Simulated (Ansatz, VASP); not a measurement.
## BN: VASP beside Ansatz

```xyz
4
Lattice="2.5539 0.0000 0.0000 -1.2770 2.2118 0.0000 0.0000 0.0000 4.2269" Properties=species:S:1:pos:R:3 pbc="T T T"
B     1.2770    0.7373    4.2257
B     0.0000    1.4745    2.1123
N     1.1355    0.5958    2.5430
N     0.0000    1.4745    0.5295
```

Alike in both runs: task single point; functional PBE; k mesh 12 × 12 × 6; occupations gaussian, width 0.05 eV; no spin polarisation.

|  | VASP | Ansatz |
| --- | --- | --- |
| version | VASP 6.6.1 | Ansatz 0.2.0 |
| potentials or method | VASP PAW PBE potentials, release 64 (B, N), cutoff 520 eV | scalar-relativistic, plane waves, PAW |
| valence electrons in the cell | 16 | 16 |

Ansatz gave:

```
gap on the k mesh at the Fermi level (eV)                     : 4.88
least direct gap on the mesh (eV)                             : 7.07
pressure (GPa)                                                : 8.4
traceless stress, the component that is largest in VASP (GPa) : 9.04
rms of the force components (eV/Å)                            : 2.322
```

Question: Estimate VASP's values.

Answer: gap on the k mesh at the Fermi level (eV): 4.87; least direct gap on the mesh (eV): 7.07; pressure (GPa): 8.6; traceless stress, the component that is largest in VASP (GPa): 9.17; rms of the force components (eV/Å): 2.326.

Atom by atom the forces differ by 0.007 eV/Å (rms over components).
